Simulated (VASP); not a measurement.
# CoO (P6_3mc) in VASP: notebook

CoO is run at these levels: LDA; tasks: single point.

Program: VASP 6.6.1. These are calculated values, not measurements. Logs are shortened: lines on timing, memory, paths and dates and some standing lists are left out, and cuts for length are marked.

### Step 1. The cell of the first run

Symmetry: P6_3mc, No. 186, hexagonal system. The conventional cell has a = 2.653 Å, b = 2.653 Å, c = 5.908 Å, α = 90.00°, β = 90.00°, γ = 120.00°. Within 2.4 Å of Co (site symmetry 3m) lie 4 O at 1.82 to 1.91 Å. O (site symmetry 3m) has 4 Co at 1.82 to 1.91 Å within 2.4 Å.

### Step 2. Single point, LDA, collinear spin, antiferromagnetic start

INCAR

```
SYSTEM = CoO
ALGO     = Normal         ! electronic algorithm
EDIFF    = 1E-6           ! SCF threshold, eV
ENCUT    = 520            ! plane-wave cutoff, eV
GGA      = CA             ! functional
ISIF     = 2              ! what is computed and relaxed
ISMEAR   = 0              ! smearing method
ISPIN    = 2              ! spin polarisation
LASPH    = .True.         ! aspherical terms in the spheres
LCHARG   = .False.        ! write CHGCAR
LMAXMIX  = 4              ! l up to which the mixer works
LORBIT   = 11             ! projections on sites
LREAL    = .False.        ! projectors in reciprocal space
LWAVE    = .False.        ! write WAVECAR
MAGMOM   = -2.15 2.15 0.15 -0.16 ! initial moments
NBANDS   = 27             ! bands
NELM     = 150            ! most SCF steps
PREC     = Accurate       ! precision mode
SIGMA    = 0.1            ! smearing width, eV
```

KPOINTS

```
k-points
0
Gamma
  6 6 4
  0 0 0
```

POSCAR

```
CoO
1.0
    2.6525671080      0.0000000000      0.0000000000
   -1.3262835540      2.2971905007      0.0000000000
    0.0000000000      0.0000000000      5.9078114926
Co O
2 2
Direct
    0.0000000000      0.0000000000      0.0337362044
    0.3333333333      0.6666666667      0.5337281027
    0.0000000000      0.0000000000      0.3412656829
    0.3333333333      0.6666666667      0.8412710101
```

Potentials or basis: VASP PAW LDA potentials, release 64 (Co, O).

Command:

```console
$ cat potpaw_LDA.64/Co/POTCAR potpaw_LDA.64/O/POTCAR > POTCAR
$ mpirun -np 1 vasp_std > vasp.out
```

OUTCAR:

```text
SYSTEM = CoO
   EDIFF = 1E-6
   ENCUT = 520
   GGA = CA
   ISIF = 2
   ISMEAR = 0
   ISPIN = 2
   LASPH = .True.
   LORBIT = 11
   LREAL = .False.
   NELM = 150
   PREC = Accurate

 ion  position               nearest neighbor table
   1  0.000  0.000  0.034-   3 1.82   4 1.91   4 1.91   4 1.91
   2  0.333  0.667  0.534-   4 1.82   3 1.91   3 1.91   3 1.91
   3  0.000  0.000  0.341-   1 1.82   2 1.91   2 1.91   2 1.91
   4  0.333  0.667  0.841-   2 1.82   1 1.91   1 1.91   1 1.91

  LATTYP: Found a hexagonal cell.
 ALAT       =     2.6525671080
 C/A-ratio  =     2.2272052891

  Lattice vectors:

 A1 = (   2.6525671080,   0.0000000000,   0.0000000000)
 A2 = (  -1.3262835540,   2.2971905007,   0.0000000000)
 A3 = (   0.0000000000,   0.0000000000,   5.9078114926)

Analysis of symmetry for initial positions (statically):
=====================================================================
 Subroutine PRICEL returns:
 Original cell was already a primitive cell.

 Routine SETGRP: Setting up the symmetry group for a
 hexagonal supercell.

 Subroutine GETGRP returns: Found  6 space group operations
 (whereof  6 operations were pure point group operations)
 out of a pool of 24 trial point group operations.

The static configuration has the point symmetry C_3v.

Analysis of symmetry for dynamics (positions and initial velocities):
=====================================================================
 Subroutine PRICEL returns:
 Original cell was already a primitive cell.

 Routine SETGRP: Setting up the symmetry group for a
 hexagonal supercell.

 Subroutine GETGRP returns: Found  6 space group operations
 (whereof  6 operations were pure point group operations)
 out of a pool of 24 trial point group operations.

The dynamic configuration has the point symmetry C_3v.

Analysis of structural, dynamic, and magnetic symmetry:
=====================================================================
 Subroutine PRICEL returns:
 Original cell was already a primitive cell.

 Routine SETGRP: Setting up the symmetry group for a
 hexagonal supercell.

 Subroutine GETGRP returns: Found  6 space group operations
 (whereof  6 operations were pure point group operations)
 out of a pool of 24 trial point group operations.

The overall configuration has the point symmetry C_3v.

 Subroutine INISYM returns: Found  6 space group operations
 (whereof  6 operations are pure point group operations),
 and found     1 'primitive' translations

----------------------------------------------------------------------------------------

                                     Primitive cell

  volume of cell :      35.9990

  direct lattice vectors                    reciprocal lattice vectors
     2.652567108  0.000000000  0.000000000     0.376993290  0.217657177  0.000000000
    -1.326283554  2.297190501  0.000000000     0.000000000  0.435314355  0.000000000
     0.000000000  0.000000000  5.907811493     0.000000000  0.000000000  0.169267418

  length of vectors
     2.652567108  2.652567108  5.907811493     0.435314355  0.435314355  0.169267418

  position of ions in fractional coordinates (direct lattice)
     0.000000000  0.000000000  0.033736204
     0.333333333  0.666666667  0.533728103
     0.000000000  0.000000000  0.341265683
     0.333333333  0.666666667  0.841271010

  ion indices of the primitive-cell ions
   primitive index   ion index
                 1           1
                 2           2
                 3           3
                 4           4

----------------------------------------------------------------------------------------

 KPOINTS: k-points

Automatic generation of k-mesh.
 Grid dimensions read from file:
 generate k-points for:    6    6    4

 Generating k-lattice:

  Cartesian coordinates                     Fractional coordinates (reciprocal lattice)
     0.062832215  0.036276196  0.000000000     0.166666667  0.000000000  0.000000000
     0.000000000  0.072552392  0.000000000     0.000000000  0.166666667  0.000000000
     0.000000000  0.000000000  0.042316855     0.000000000  0.000000000  0.250000000

  Length of vectors
     0.072552392  0.072552392  0.042316855

  Shift w.r.t. Gamma in fractional coordinates (k-lattice)
     0.000000000  0.000000000  0.000000000

 Subroutine IBZKPT returns following result:
 ===========================================

 Found     24 irreducible k-points:

 Following reciprocal coordinates:
            Coordinates               Weight
  0.000000  0.000000  0.000000      1.000000
  0.166667 -0.000000  0.000000      6.000000
  0.333333 -0.000000  0.000000      6.000000
  0.500000 -0.000000  0.000000      3.000000
  0.166667  0.166667  0.000000      6.000000
  0.333333  0.166667  0.000000     12.000000
[... 16 lines left out ...]
  0.333333  0.166667  0.500000     12.000000
  0.333333  0.333333  0.500000      2.000000
   k-points           NKPTS =     24   k-points in BZ     NKDIM =     24   number of bands    NBANDS=     27
   number of dos      NEDOS =    301   number of ions     NIONS =      4
   total plane-waves  NPLWV =  19200
   dimension x,y,z NGX =    20 NGY =   20 NGZ =   48
   dimension x,y,z NGXF=    40 NGYF=   40 NGZF=   96
   ions per type =               2   2
   NGX,Y,Z   is equivalent  to a cutoff of  12.53, 12.53, 13.51 a.u.
   NGXF,Y,Z  is equivalent  to a cutoff of  25.07, 25.07, 27.01 a.u.
 SYSTEM =  CoO
   PREC   = accura    normal or accurate (medium, high low for compatibility)
   ISTART =      0    job   : 0-new  1-cont  2-samecut
   ICHARG =      2    charge: 1-file 2-atom 10-const
   ISPIN  =      2    spin polarized calculation?
   LNONCOLLINEAR =      F non collinear calculations
   LSORBIT =      F    spin-orbit coupling
   LASPH  =      T    aspherical Exc in radial PAW
   ENCUT  =  520.0 eV  38.22 Ry    6.18 a.u.   4.93  4.93 10.98*2*pi/ulx,y,z
   NELM   =    150;   NELMIN=  2; NELMDL= -5     # of ELM steps
   EDIFF  = 0.1E-05   stopping-criterion for ELM
   LREAL  =      F    real-space projection
   EDIFFG = 0.1E-04   stopping-criterion for IOM
   NSW    =      0    number of steps for IOM
   IBRION =     -1    ionic relax: 0-MD 1-quasi-New 2-CG
   NFREE  =      0    steps in history (QN), initial steepest desc. (CG)
   ISIF   =      2    stress and relaxation
   ISYM   =      2    0-nonsym 1-usesym 2-fastsym
   POTIM  = 0.5000    time-step for ionic-motion
   TEBEG  =    0.0;   TEEND  =   0.0 temperature during run
   PSTRESS=    0.0 pullay stress
   NELECT =      30.0000    total number of electrons
   NUPDOWN=      -1.0000    fix difference up-down
   EMIN   =  10.00;   EMAX   =-10.00  energy-range for DOS
   EFERMI =   0.00;   METHOD = LEGACY
   ISMEAR =     0;   SIGMA  =   0.10  broadening in eV -4-tet -1-fermi 0-gaus
   EFERMI_NEDOS =   21; number of points for ismear=-14 and -15
   IALGO  =     38    algorithm
   IMIX   =      4    mixing-type and parameters
     AMIX     =   0.40;   BMIX     =  1.00
     AMIX_MAG =   1.60;   BMIX_MAG =  1.00
  volume/ion in A,a.u.               =       9.00        60.73
  Fermi-wavevector in a.u.,A,eV,Ry     =   1.540583  2.911281 32.292034  2.373398
  Thomas-Fermi vector in A             =   2.646650
   LORBIT       =     11    0 simple, 1 ext, 2 COOP (PROOUT), +10 PAW based schemes
   GGA     = CA    functional components
   LHFCALC =     F    Hartree Fock is set to
   AEXX    =    0.0000 exact exchange contribution
   IVDW    =     0    specifies the selected vdW correction
   LEPSILON=     F    determine dielectric tensor
   LRPA    =     F    only Hartree local field effects (RPA)
 spin polarized calculation
 Gauss-broadening in eV      SIGMA  =   0.10
  energy-cutoff  :      520.00
  volume of cell :       36.00
 maximum number of plane-waves:       993
   NGX =  9   NGY =  9   NGZ = 21

 number of electron      30.0000002 magnetization       0.0002114

 number of electron      30.0000002 magnetization      -0.0001929

 Free energy of the ion-electron system (eV)
  ---------------------------------------------------
  ext. energy  EPLUGINS =         0.00000000
  ---------------------------------------------------
  free energy    TOTEN  =       -30.54154404 eV

  energy without entropy =      -30.52244420  energy(sigma->0) =      -30.53199412

 E-fermi :   8.0220     XC(G=0): -13.2233

 val. band max:        8.0066389882   @ k =   0.1667   0.1667   0.0000
 cond. band min:       8.0352109310   @ k =   0.1667   0.1667   0.5000
 fundamental gap:      0.0285719428
 Fermi energy:         8.0219593820

 spin component 1

 k-point     1 :       0.0000    0.0000    0.0000
  band No.  band energies     occupation
      1     -12.5935      1.00000
      2     -11.8629      1.00000
      3      -0.6192      1.00000
      4       0.8638      1.00000
      5       3.2367      1.00000
      6       3.2367      1.00000
[... 19 lines left out ...]
     26      29.5333      0.00000
     27      29.5333      0.00000
[... 666 lines left out ...]
      4       1.0972      1.00000
      5       1.1575      1.00000
      6       1.2601      1.00000
[... 19 lines left out ...]
     26      24.5310      0.00000
     27      27.3916      0.00000
 Fermi energy:         8.0219593820

 spin component 2

 k-point     1 :       0.0000    0.0000    0.0000
  band No.  band energies     occupation
      1     -12.5935      1.00000
      2     -11.8630      1.00000
      3      -0.6192      1.00000
      4       0.8637      1.00000
      5       3.2367      1.00000
      6       3.2367      1.00000
[... 19 lines left out ...]
     26      29.5332      0.00000
     27      29.5332      0.00000
[... 667 lines left out ...]
      5       1.1577      1.00000
      6       1.2598      1.00000
[... 19 lines left out ...]
     26      24.5309      0.00000
     27      27.3891      0.00000

------------------------ aborting loop because EDIFF is reached ----------------------------------------

  FORCE on cell =-STRESS in cart. coord.  units (eV):
  Direction    XX          YY          ZZ          XY          YZ          ZX
  --------------------------------------------------------------------------------------
  -------------------------------------------------------------------------------------
  Total       -0.2363561     -0.2363561     -0.2396755      0.0000000      0.0000000     -0.0000000
  in kB      -10.5193121    -10.5193121    -10.6670469      0.0000000      0.0000000     -0.0000000
  external PRESSURE =     -10.5685570 kB  Pullay stress =       0.0000000 kB

 VOLUME and BASIS-vectors are now :
 -----------------------------------------------------------------------------
  energy-cutoff  :      520.00
  volume of cell :       36.00
      direct lattice vectors                 reciprocal lattice vectors
     2.652567108  0.000000000  0.000000000     0.376993290  0.217657177  0.000000000
    -1.326283554  2.297190501  0.000000000     0.000000000  0.435314355  0.000000000
     0.000000000  0.000000000  5.907811493     0.000000000  0.000000000  0.169267418

 POSITION                                       TOTAL-FORCE (eV/Angst)
 -----------------------------------------------------------------------------------
      0.00000      0.00000      0.19931        -0.000000      0.000000     -0.129278
     -0.00000      1.53146      3.15317        -0.000000      0.000000     -0.128396
      0.00000      0.00000      2.01613        -0.000000     -0.000000      0.129379
     -0.00000      1.53146      4.97007         0.000000     -0.000000      0.128295
 -----------------------------------------------------------------------------------
    total drift:                               -0.000000      0.000001     -0.000712

  FREE ENERGIE OF THE ION-ELECTRON SYSTEM (eV)
  ---------------------------------------------------
  free  energy   TOTEN  =       -30.5415440402 eV

  energy  without entropy=      -30.5224442031  energy(sigma->0) =      -30.53199412

 total charge

# of ion       s       p       d       tot
------------------------------------------
    1        0.421   0.613   7.326   8.359
    2        0.421   0.613   7.325   8.359
    3        1.562   3.418   0.000   4.981
    4        1.562   3.418   0.000   4.981
--------------------------------------------------
tot          3.966   8.063  14.651  26.679

 magnetization (x)

# of ion       s       p       d       tot
------------------------------------------
    1       -0.003   0.005  -1.572  -1.571
    2        0.003  -0.005   1.572   1.571
    3        0.007   0.062   0.000   0.069
    4       -0.007  -0.062   0.000  -0.069
--------------------------------------------------
tot         -0.000  -0.000   0.000  -0.000
```

It took 60 s on 1 thread of Intel Xeon Platinum 8259CL at 2.50GHz (Skylake/Cascade Lake), shared host; peak memory 0.16 GiB.

What came out:

* Free energy: -30.5415 eV
* Pressure: -1.1 GPa
* Largest force: 0.129 eV/Å
* Band gap on the k mesh: zero (filled and empty bands overlap)
* Net moment: 0.00 μB per cell
* Site moments: Co -1.57, +1.57; O +0.07, -0.07 μB
* Valence electrons inside the program's atomic spheres: Co 8.36; O 4.98

Forces on the atoms (eV/Å):
```
Co   0.000  0.000 -0.129
Co   0.000  0.000 -0.128
O    0.000  0.000  0.129
O    0.000  0.000  0.128
```

Levels at points of the mesh, in eV from the Fermi level:
Spin up:
| k point | band 12 | band 13 | band 14 | band 15 | band 16 | band 17 | band 18 | band 19 |
| --- | --- | --- | --- | --- | --- | --- | --- | --- |
| (0.00, 0.00, 0.00) | -1.18 | -0.88 | -0.88 | -0.17 | -0.17 | 1.51 | 1.51 | 2.95 |
| (0.50, 0.00, 0.00) | -1.27 | -0.77 | -0.56 | -0.02 | 0.33 | 1.05 | 1.63 | 6.18 |
| (0.00, 0.00, 0.50) | -1.44 | -0.97 | -0.97 | 0.30 | 0.30 | 1.18 | 1.18 | 4.13 |
| (0.50, 0.00, 0.50) | -1.19 | -0.39 | -0.24 | -0.14 | 0.35 | 0.98 | 1.14 | 6.32 |
Spin down:
```csv
k point,band 11,band 12,band 13,band 14,band 15,band 16,band 17,band 18,band 19,band 20
"(0.00, 0.00, 0.00)",-2.05,-1.18,-0.88,-0.88,-0.17,-0.17,1.51,1.51,2.95,6.65
"(0.50, 0.00, 0.00)",-1.48,-1.27,-0.77,-0.56,-0.02,0.33,1.05,1.63,6.18,7.60
"(0.00, 0.00, 0.50)",-2.06,-1.44,-0.97,-0.97,0.30,0.30,1.18,1.18,4.13,4.53
"(0.50, 0.00, 0.50)",-1.26,-1.19,-0.39,-0.24,-0.14,0.35,0.98,1.14,6.32,6.56
```

Caveat: the k points lie up to 0.46 Å⁻¹ apart; semilocal functionals often make such compounds metallic where correlation or magnetic order opens a gap, which also shifts bond lengths. With open d or f shells a metallic result of LDA can be an artefact of self-interaction; +U or a hybrid may open a gap.

### Step 3. Single point, LDA, collinear spin, antiferromagnetic start

This run uses another cell than the first one, of 9.72 Å³/atom, 1.081 times its volume.

Changes to INCAR since step 2:

```diff
@@ -3,4 +3,5 @@
 EDIFF    = 1E-6           ! SCF threshold, eV
-ENCUT    = 520            ! plane-wave cutoff, eV
+ENCUT    = 600            ! plane-wave cutoff, eV
 GGA      = CA             ! functional
+GGA_COMPAT= .False.      
 ISIF     = 2              ! what is computed and relaxed
@@ -15,4 +16,4 @@
 MAGMOM   = -2.15 2.15 0.15 -0.16 ! initial moments
-NBANDS   = 27             ! bands
-NELM     = 150            ! most SCF steps
+NBANDS   = 35             ! bands
+NELM     = 200            ! most SCF steps
 PREC     = Accurate       ! precision mode
```

KPOINTS is that of step 2.

POSCAR

```
CoO
1.0
    2.9141589681      0.0000000000      0.0000000000
   -1.4570794841      2.5237356970      0.0000000000
    0.0000000000      0.0000000000      5.2890283282
Co O
2 2
Direct
    0.0000000000      0.0000000000      0.0136124562
    0.3333333333      0.6666666667      0.5136076029
    0.0000000000      0.0000000000      0.3613795756
    0.3333333333      0.6666666667      0.8614013653
```

Potentials or basis: VASP PAW LDA potentials, release 64 (Co_sv, O).

Command:

```console
$ cat potpaw_LDA.64/Co_sv/POTCAR potpaw_LDA.64/O/POTCAR > POTCAR
$ mpirun -np 1 vasp_std > vasp.out
```

It took 35 s on 1 thread of Intel Xeon 6975P-C (Granite Rapids), shared host; peak memory 0.19 GiB.

Results (log left out):

| Property | Result |
| --- | --- |
| Free energy | -30.4348 eV |
| Pressure | -3.5 GPa |
| Largest force | 0.113 eV/Å |
| Band gap on the k mesh | zero (filled and empty bands overlap) |
| Net moment | 0.00 μB per cell |
| Site moments | Co -1.16, +1.16; O +0.04, -0.04 μB |
| Valence electrons inside the program's atomic spheres | Co 15.09; O 4.99 |

Forces in eV/Å, atoms in the order of the input:
```
Co   0.000  0.000 -0.113
Co   0.000  0.000 -0.111
O    0.000  0.000  0.113
O    0.000  0.000  0.112
```

Stress tensor (GPa, compression positive):
```
-3.94  0.00  0.00
 0.00 -3.94  0.00
 0.00  0.00 -2.64
```

Levels at points of the mesh, in eV from the Fermi level:
Spin up:
```tsv
k point	band 20	band 21	band 22	band 23	band 24	band 25	band 26	band 27
(0.00, 0.00, 0.00)	-1.07	-1.07	0.23	0.23	0.29	1.72	1.72	1.93
(0.50, 0.00, 0.00)	-1.32	-0.90	-0.82	-0.35	-0.18	0.42	1.17	6.65
(0.00, 0.00, 0.50)	-1.09	-0.89	0.12	0.55	0.55	1.36	1.36	3.22
(0.50, 0.00, 0.50)	-1.28	-0.74	-0.65	-0.35	-0.05	0.29	0.76	6.22
```
Spin down:
```
           k point  band 20  band 21  band 22  band 23  band 24  band 25  band 26  band 27
(0.00, 0.00, 0.00)    -1.07    -1.07     0.24     0.24     0.29     1.72     1.72     1.93
(0.50, 0.00, 0.00)    -1.32    -0.90    -0.82    -0.35    -0.18     0.42     1.17     6.65
(0.00, 0.00, 0.50)    -1.09    -0.89     0.12     0.55     0.55     1.36     1.36     3.22
(0.50, 0.00, 0.50)    -1.28    -0.74    -0.65    -0.35    -0.05     0.29     0.76     6.22
```

Caveat: the k points lie up to 0.41 Å⁻¹ apart; semilocal functionals often make such compounds metallic where correlation or magnetic order opens a gap, which also shifts bond lengths. With open d or f shells a metallic result of LDA can be an artefact of self-interaction; +U or a hybrid may open a gap.
